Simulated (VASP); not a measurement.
A run of VASP 6.6.1:

The input INCAR:

```
PREC     = Accurate       # precision mode
ENCUT    = 520            # plane-wave cutoff, eV
EDIFF    = 1E-7           # SCF threshold, eV
ISMEAR   = 0              # smearing method
SIGMA    = 0.1            # smearing width, eV
LREAL    = False          # projectors in reciprocal space
LASPH    = True           # aspherical terms in the spheres
NELM     = 60             # most SCF steps
ALGO     = Fast           # electronic algorithm
ISIF     = 2              # what is computed and relaxed
LWAVE    = False          # write WAVECAR
LCHARG   = False          # write CHGCAR
GGA      = PS             # functional
NBANDS   = 30             # bands
```

The input KPOINTS:

```
regular mesh
0
Gamma
  18 10 12
```

Contents of POSCAR:

```
Au
1.0
    2.8482303646      0.0000000000      0.0000000000
    0.0000000000      5.0843462599      0.0000000000
    0.0000000000      0.0000000000      4.8486843270
Au
4
Direct
    0.0000000000      0.3361360574      0.7500000000
    0.5000000000      0.1638639426      0.2500000000
    0.5000000000      0.8361360574      0.7500000000
    0.0000000000      0.6638639426      0.2500000000
```

Potentials or basis: VASP PAW PBE potentials, release 64 (Au).

Run with:

```bash
$ cat potpaw_PBE.64/Au/POTCAR > POTCAR
$ mpirun -np 1 vasp_std > vasp.out
```

Hardware: 1 thread of Intel(R) Xeon(R) Platinum 8259CL CPU @ 2.50GHz (Skylake/Cascade Lake), on a shared host.

Q: How long does it take, and how much memory?

A: Wall time 9.2 min on 1 thread of Intel(R) Xeon(R) Platinum 8259CL CPU @ 2.50GHz (Skylake/Cascade Lake), on a shared host, peak memory 0.68 GiB. Counts: scf iterations 15, k points 420.
